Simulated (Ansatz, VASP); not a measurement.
## Ti2BN3 in VASP and in Ansatz

```
CELL_PARAMETERS angstrom
2.80021 0.00000 0.00000
0.00000 2.80021 0.00000
0.00000 0.00000 7.35505
ATOMIC_POSITIONS crystal
Ti 0.50000 0.50000 0.80274
Ti 0.50000 0.50000 0.19726
B 0.50000 0.50000 0.50000
N 0.00000 0.00000 0.00000
N 0.00000 0.00000 0.71904
N 0.00000 0.00000 0.28096
```

Change from the starting cell: species swapped into the MgSc3Ru2 type (P4/mmm, No. 123).

Alike in both runs: functional PBE; k mesh 6 × 6 × 2; occupations gaussian, width 0.1 eV; collinear spin.

Ansatz relaxed the structure, and its values are those at the end. VASP's run is a single point on that final structure, the one shown.

```csv
,VASP,Ansatz
version,VASP 6.6.1,Ansatz 0.2.0
potentials or method,"VASP PAW PBE potentials, release 64 (Ti_sv, B, N), cutoff 520 eV","scalar-relativistic, plane waves, PAW"
valence electrons in the cell,42,42
```

Ansatz gave:

```
gap on the k mesh at the Fermi level (eV) : none
pressure (GPa)                            : 0.0
rms of the force components (eV/Å)        : 0.006
net moment per atom (μB)                  : 0.00
```

Task: Estimate VASP's values.

Result: gap on the k mesh at the Fermi level (eV): none; pressure (GPa): 0.2; rms of the force components (eV/Å): 0.016; net moment per atom (μB): 0.00.

A gap of «none» marks a metal or a gap that the smearing closes. Ansatz's warnings: seeded moment not kept.

The k mesh is coarse, so the values compare programs but aren't converged.
